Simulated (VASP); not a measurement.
# HgTe (Coloradoite) (F-43m) in VASP: a series of runs, part 2 of 2

VASP 6.6.1.

### 4 Single point, PBEsol

The input, INCAR:

```
PREC = Accurate
ENCUT = 520
EDIFF = 1E-6
ISMEAR = -1
SIGMA = 0.05
LREAL = F
LASPH = T
NELM = 100
ALGO = Normal
ISIF = 2
LWAVE = F
LCHARG = F
GGA = PS
NBANDS = 16
```

The input, KPOINTS:

```
regular mesh
0
Gamma
  5 5 5
```

The input, POSCAR:

```
HgTe
1.0
    0.0000000000      3.2145000000      3.2145000000
    3.2145000000      0.0000000000      3.2145000000
    3.2145000000      3.2145000000      0.0000000000
Hg Te
1 1
Direct
    0.0000000000      0.0000000000      0.0000000000
    0.7500000000      0.7500000000      0.7500000000
```

Potentials or basis: VASP PAW PBE potentials, release 64 (Hg, Te).

Started as:

```
$ cat potpaw_PBE.64/Hg/POTCAR potpaw_PBE.64/Te/POTCAR > POTCAR
$ mpirun -np 1 vasp_std > vasp.out
```

OUTCAR:

```text
PREC = Accurate
   ENCUT = 520
   EDIFF = 1E-6
   ISMEAR = -1
   LREAL = F
   LASPH = T
   NELM = 100
   ISIF = 2
   GGA = PS

 ion  position               nearest neighbor table
   1  0.000  0.000  0.000-   2 2.78   2 2.78   2 2.78   2 2.78
   2  0.750  0.750  0.750-   1 2.78   1 2.78   1 2.78   1 2.78

  LATTYP: Found a face centered cubic cell.
 ALAT       =     6.4290000000

  Lattice vectors:

[... 357 lines left out ...]
     15      13.1646      0.00000
     16      14.7681      0.00000

------------------------ aborting loop because EDIFF is reached ----------------------------------------

  FORCE on cell =-STRESS in cart. coord.  units (eV):
  Direction    XX          YY          ZZ          XY          YZ          ZX
  --------------------------------------------------------------------------------------
  -------------------------------------------------------------------------------------
  Total        0.8463194      0.8463194      0.8463194      0.0000000      0.0000000     -0.0000000
  in kB       20.4114844     20.4114844     20.4114844      0.0000000      0.0000000     -0.0000000
  external PRESSURE =      20.4114844 kB  Pullay stress =       0.0000000 kB

 VOLUME and BASIS-vectors are now :
 -----------------------------------------------------------------------------
  energy-cutoff  :      520.00
  volume of cell :       66.43
      direct lattice vectors                 reciprocal lattice vectors
     0.000000000  3.214500000  3.214500000    -0.155545186  0.155545186  0.155545186
     3.214500000  0.000000000  3.214500000     0.155545186 -0.155545186  0.155545186
     3.214500000  3.214500000  0.000000000     0.155545186  0.155545186 -0.155545186

 POSITION                                       TOTAL-FORCE (eV/Angst)
 -----------------------------------------------------------------------------------
      0.00000      0.00000      0.00000        -0.000000     -0.000000      0.000000
      4.82175      4.82175      4.82175         0.000000      0.000000     -0.000000
 -----------------------------------------------------------------------------------
    total drift:                                0.000000      0.000000      0.000000

  FREE ENERGIE OF THE ION-ELECTRON SYSTEM (eV)
  ---------------------------------------------------
  free  energy   TOTEN  =        -4.3271819652 eV

  energy  without entropy=       -4.3256378136  energy(sigma->0) =       -4.32640989
```

OSZICAR:

```text
N       E                     dE             d eps       ncg     rms          rms(c)
DAV:   1     0.103611907318E+03    0.10361E+03   -0.79096E+03   320   0.964E+02
DAV:   2    -0.111725408059E+01   -0.10473E+03   -0.97449E+02   400   0.232E+02
DAV:   3    -0.453942680228E+01   -0.34222E+01   -0.34173E+01   384   0.419E+01
DAV:   4    -0.457146078565E+01   -0.32034E-01   -0.32033E-01   480   0.376E+00
DAV:   5    -0.457152867771E+01   -0.67892E-04   -0.67892E-04   408   0.167E-01    0.794E+00
DAV:   6    -0.434093104998E+01    0.23060E+00   -0.44916E-01   384   0.932E+00    0.629E+00
DAV:   7    -0.432938009914E+01    0.11551E-01   -0.10613E-01   368   0.225E+00    0.231E+00
DAV:   8    -0.432738873847E+01    0.19914E-02   -0.11456E-02   368   0.124E+00    0.590E-01
DAV:   9    -0.432716541130E+01    0.22333E-03   -0.70690E-04   392   0.313E-01    0.131E-01
DAV:  10    -0.432717520762E+01   -0.97963E-05   -0.81806E-05   392   0.813E-02    0.514E-02
DAV:  11    -0.432718365767E+01   -0.84500E-05   -0.24331E-05   376   0.398E-02    0.346E-02
DAV:  12    -0.432718199088E+01    0.16668E-05   -0.39886E-06   360   0.174E-02    0.173E-02
DAV:  13    -0.432718196519E+01    0.25687E-07   -0.36871E-07   208   0.332E-03
   1 F= -.43271820E+01 E0= -.43264099E+01  d E =-.154415E-02
```

Wall time 9.6 s (1 thread of AMD EPYC 9R45 (Zen 5), shared host); peak memory 0.17 GiB.

Results:

```yaml
Free_energy: -4.3272 eV
Pressure: 2.0 GPa
Band_gap_on_the_k_mesh: zero (filled and empty bands touch)
```

Caveat: the PAW data sets were made with another functional, which shifts forces and pressure a little; spin-orbit coupling is left out, which moves the levels of the heavy elements.

### 5 Single point, r2SCAN

This run uses another cell than the first one, of 31.22 Å³/atom, 0.940 times its volume.

The input, POSCAR:

```
HgTe
1.0
    0.0000000000      3.1488795465      3.1488795465
    3.1488795465      0.0000000000      3.1488795465
    3.1488795465      3.1488795465      0.0000000000
Hg Te
1 1
Direct
    0.0000000000      0.0000000000      0.0000000000
    0.7500000000      0.7500000000      0.7500000000
```

The input, INCAR.step1:

```
PREC     = Accurate       # precision mode
ENCUT    = 520            # plane-wave cutoff, eV
ISMEAR   = -1             # smearing method
SIGMA    = 0.05           # smearing width, eV
LREAL    = F              # projectors in reciprocal space
LASPH    = T              # aspherical terms in the spheres
NELM     = 80             # most SCF steps
NBANDS   = 16             # bands
GGA      = PE             # functional
ALGO     = Normal         # electronic algorithm
EDIFF    = 1E-4           # SCF threshold, eV
LWAVE    = T              # write WAVECAR
LCHARG   = F              # write CHGCAR
```

The input, INCAR.step2:

```
PREC     = Accurate       # precision mode
ENCUT    = 520            # plane-wave cutoff, eV
EDIFF    = 1E-7           # SCF threshold, eV
ISMEAR   = -1             # smearing method
SIGMA    = 0.05           # smearing width, eV
LREAL    = F              # projectors in reciprocal space
LASPH    = T              # aspherical terms in the spheres
NELM     = 80             # most SCF steps
ALGO     = Normal         # electronic algorithm
ISIF     = 2              # what is computed and relaxed
LWAVE    = F              # write WAVECAR
LCHARG   = T              # write CHGCAR
METAGGA  = R2SCAN         # meta-GGA
LMIXTAU  = T            
LELF     = T              # ELF
LVHAR    = T            
NBANDS   = 16             # bands
ISTART   = 1
```

The input, KPOINTS:

```
Automatic mesh
0
Gamma
  6 6 6
```

Potentials or basis: VASP PAW PBE potentials, release 64 (Hg, Te).

Started as:

```
$ cat potpaw_PBE.64/Hg/POTCAR potpaw_PBE.64/Te/POTCAR > POTCAR
$ cp INCAR.step1 INCAR
$ mpirun -np 1 vasp_std > vasp.out
$ cp INCAR.step2 INCAR
$ mpirun -np 1 vasp_std > vasp.out
```

OUTCAR:

```text
PREC = Accurate
   ENCUT = 520
   EDIFF = 1E-7
   ISMEAR = -1
   LREAL = F
   LASPH = T
   NELM = 80
   ISIF = 2
   METAGGA = R2SCAN
   ISTART = 1

 ion  position               nearest neighbor table
   1  0.000  0.000  0.000-   2 2.73   2 2.73   2 2.73   2 2.73
   2  0.750  0.750  0.750-   1 2.73   1 2.73   1 2.73   1 2.73

  LATTYP: Found a face centered cubic cell.
 ALAT       =     6.2977590930

  Lattice vectors:

 A1 = (   0.0000000000,   3.1488795465,   3.1488795465)
[... 479 lines left out ...]
------------------------ aborting loop because EDIFF is reached ----------------------------------------

  FORCE on cell =-STRESS in cart. coord.  units (eV):
  Direction    XX          YY          ZZ          XY          YZ          ZX
  --------------------------------------------------------------------------------------
  -------------------------------------------------------------------------------------
  Total        2.8534840      2.8534840      2.8534840      0.0000000      0.0000000      0.0000000
  in kB       73.2129463     73.2129463     73.2129463      0.0000000      0.0000000      0.0000000
  external PRESSURE =      73.2129463 kB  Pullay stress =       0.0000000 kB

 VOLUME and BASIS-vectors are now :
 -----------------------------------------------------------------------------
  energy-cutoff  :      520.00
  volume of cell :       62.45
      direct lattice vectors                 reciprocal lattice vectors
     0.000000000  3.148879546  3.148879546    -0.158786639  0.158786639  0.158786639
     3.148879546  0.000000000  3.148879546     0.158786639 -0.158786639  0.158786639
     3.148879546  3.148879546  0.000000000     0.158786639  0.158786639 -0.158786639

 POSITION                                       TOTAL-FORCE (eV/Angst)
 -----------------------------------------------------------------------------------
      0.00000      0.00000      0.00000        -0.000000     -0.000000     -0.000000
      4.72332      4.72332      4.72332         0.000000      0.000000      0.000000
 -----------------------------------------------------------------------------------
    total drift:                                0.000000      0.000000      0.000000

  FREE ENERGIE OF THE ION-ELECTRON SYSTEM (eV)
  ---------------------------------------------------
  free  energy   TOTEN  =       -74.9775438769 eV

  energy  without entropy=      -74.9766137151  energy(sigma->0) =      -74.97707880
```

OUTCAR.step1:

```text
PREC = Accurate
   ENCUT = 520
   ISMEAR = -1
   LREAL = F
   LASPH = T
   NELM = 80
[... 512 lines left out ...]
 -----------------------------------------------------------------------------------
      0.00000      0.00000      0.00000        -0.000000     -0.000000     -0.000000
      4.72332      4.72332      4.72332         0.000000      0.000000      0.000000
 -----------------------------------------------------------------------------------
    total drift:                               -0.000000     -0.000000     -0.000000

  FREE ENERGIE OF THE ION-ELECTRON SYSTEM (eV)
  ---------------------------------------------------
  free  energy   TOTEN  =        -3.3791496452 eV

  energy  without entropy=       -3.3782358654  energy(sigma->0) =       -3.37869276
```

It took 1.8 min on 1 thread of AMD EPYC 7R13 (Zen 3), shared host; peak memory 0.18 GiB.

What came out:

```yaml
Free_energy: -74.9775 eV
Pressure: 7.3 GPa
Band_gap_on_the_k_mesh: zero (filled and empty bands touch)
```

Caveat: the PAW data sets were made with another functional, which shifts forces and pressure a little; spin-orbit coupling is left out, which moves the levels of the heavy elements.

### 6 The runs side by side

| task | level | cell | k mesh | cutoff (eV) | smearing | gap on the mesh (eV) | pressure (GPa) |
| --- | --- | --- | --- | --- | --- | --- | --- |
| relaxation of cell and atoms | PBE+D3(BJ) | relaxed from a = 4.546 Å, angles 60.0°, 2 atoms | 7 × 7 × 7 | 600 | fermi-dirac 0.05 eV | none | 0.0 |
| single point | PBE | a = 4.546 Å, angles 60.0°, 2 atoms | 7 × 7 × 7 | 520 | gaussian 0.05 eV | none | 4.6 |
| single point | PBEsol | a = 4.546 Å, angles 60.0°, 2 atoms | 5 × 5 × 5 | 520 | fermi-dirac 0.05 eV | none | 2.0 |
| single point | r2SCAN | a = 4.453 Å, angles 60.0°, 2 atoms | 6 × 6 × 6 | 520 | fermi-dirac 0.05 eV | none | 7.3 |

Alike in all rows: potentials or basis VASP PAW PBE potentials, release 64 (Hg, Te); no spin polarisation.

Caveats: spin-orbit coupling is left out, which moves the levels of the heavy elements; the PAW data sets were made with another functional, which shifts forces and pressure a little (some runs); pairwise dispersion overbinds metals, which lowers pressure and volume (some runs).

Total energies depend on the potentials used, so only differences within one code and one set of settings carry meaning.
